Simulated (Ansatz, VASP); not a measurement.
Two plane-wave programs on Ag

The input POSCAR:

```
Ag
1.0
    0.0000000000      2.0022380000      2.0431000000
    2.0431000000      0.0000000000      2.0431000000
    2.0431000000      2.0022380000      0.0000000000
Ag
1
Direct
    0.0000000000      0.0000000000      0.0000000000
```

The input INCAR.step1:

```
SYSTEM = Ag
PREC = Accurate ; ENCUT = 520
ISMEAR = 0 ; SIGMA = 0.15
LREAL = .False. ; LASPH = .True.
NELM = 100 ; NBANDS = 12
GGA = PE ; ALGO = Normal
EDIFF = 1E-4 ; LWAVE = .True.
LCHARG = .False.
```

The input INCAR.step2:

```
SYSTEM = Ag
PREC = Accurate ; ENCUT = 520
EDIFF = 1E-7 ; ISMEAR = 0
SIGMA = 0.15 ; LREAL = .False.
LASPH = .True. ; NELM = 100
ALGO = Normal ; ISIF = 2
LWAVE = .False. ; LCHARG = .True.
METAGGA = R2SCAN ; LMIXTAU = .True.
LELF = .True. ; LVHAR = .True.
NBANDS = 12 ; ISTART = 1
```

File KPOINTS:

```
regular mesh
0
Gamma
  20 20 20
  0 0 0
```

Input for Ansatz:

```yaml
crystal:
  lattice:
    - [0.0, 2.002238, 2.0431]
    - [2.0431, 0.0, 2.0431]
    - [2.0431, 2.002238, 0.0]
  atoms:
    - { symbol: Ag, position: [0.0, 0.0, 0.0] }
basis:
  ecutwfc: 500
kpoints:
  mp_grid: { grid: [20, 20, 20] }
hamiltonian:
  xc: r2scan
scf:
  occupations: { method: gaussian, width: 0.15 }
output:
  forces: true
  stress: true
  eigenvalues: true
```

Change from the starting cell: strain -0.0200 x Voigt [0, 1, 0, 0, 0, 0], atoms carried along.

Alike in both runs: task single point; functional r2SCAN; k mesh 20 × 20 × 20; occupations gaussian, width 0.15 eV; no spin polarisation.

|  | VASP | Ansatz |
| --- | --- | --- |
| version | VASP 6.6.1 | Ansatz 0.2.0 |
| potentials or method | VASP PAW PBE potentials, release 64 (Ag), cutoff 520 eV | scalar-relativistic, plane waves, PAW |
| valence electrons in the cell | 11 | 19 |

Ansatz gave:

| Quantity | Value |
| --- | --- |
| gap on the k mesh at the Fermi level (eV) | none |
| pressure (GPa) | 3.8 |
| traceless stress, the component that is largest in VASP (GPa) | 0.50 |

**Question.** Estimate VASP's values.

**Answer.** gap on the k mesh at the Fermi level (eV): none; pressure (GPa): 4.0; traceless stress, the component that is largest in VASP (GPa): 0.51.

VASP's potentials were made for PBE, not for r2SCAN. A gap of «none» marks a metal or a gap that the smearing closes. The functional is the same, so the differences come from potentials, cutoffs and numerics. VASP's potentials hold 11 valence electrons a cell and Ansatz's 19, so a difference there can come from the potentials and not from the codes.
